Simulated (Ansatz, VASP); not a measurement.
## GaN in VASP and in Ansatz

INCAR

```
SYSTEM = GaN
PREC = Accurate
ENCUT = 520
EDIFF = 1E-7
ISMEAR = 0
SIGMA = 0.1
LREAL = .FALSE.
LASPH = .TRUE.
NELM = 80
ALGO = Normal
ISIF = 2
LWAVE = .FALSE.
LCHARG = .FALSE.
NBANDS = 16
```

The input KPOINTS:

```
Automatic mesh
0
G
  8 8 8
  0 0 0
```

POSCAR

```
GaN
1.0
    0.0000000000      2.2535006100      2.2535006100
    2.2535006100      0.0000000000      2.2535006100
    2.2535006100      2.2535006100      0.0000000000
Ga N
1 1
Direct
    0.0000000000      0.0000000000      0.0000000000
    0.2500000000      0.2500000000      0.2500000000
```

Input for Ansatz:

```yaml
crystal:
  lattice:
    - [0.0, 2.25350061, 2.25350061]
    - [2.25350061, 0.0, 2.25350061]
    - [2.25350061, 2.25350061, 0.0]
  atoms:
    - { symbol: Ga, position: [0.0, 0.0, 0.0] }
    - { symbol: "N", position: [0.25, 0.25, 0.25] }
basis:
  ecutwfc: 420
kpoints:
  mp_grid: { grid: [8, 8, 8] }
hamiltonian:
  xc: lda
  pseudopotentials: { kind: paw, azcp: { folder: soft_1 } }
scf:
  occupations: { method: gaussian, width: 0.1 }
output:
  forces: true
  stress: true
  eigenvalues: true
```

Alike in both runs: task single point; functional LDA; k mesh 8 × 8 × 8; occupations gaussian, width 0.1 eV; no spin polarisation.

```csv
,VASP,Ansatz
version,VASP 6.6.1,Ansatz 0.2.0
potentials or method,"VASP PAW LDA potentials, release 64 (Ga_d, N), cutoff 520 eV","scalar-relativistic, plane waves, PAW"
valence electrons in the cell,18,18
```

```csv
,VASP,Ansatz,Ansatz less VASP
gap on the k mesh at the Fermi level (eV),1.75,1.74,-0.012
least direct gap on the mesh (eV),1.75,1.74,-0.012
pressure (GPa),-5.5,-6.5,-0.97
```

Ansatz warns that its potentials were made for another functional, while VASP's fit it. LDA's correlation is that of Perdew and Zunger in VASP and of Perdew and Wang (1992) in Ansatz.
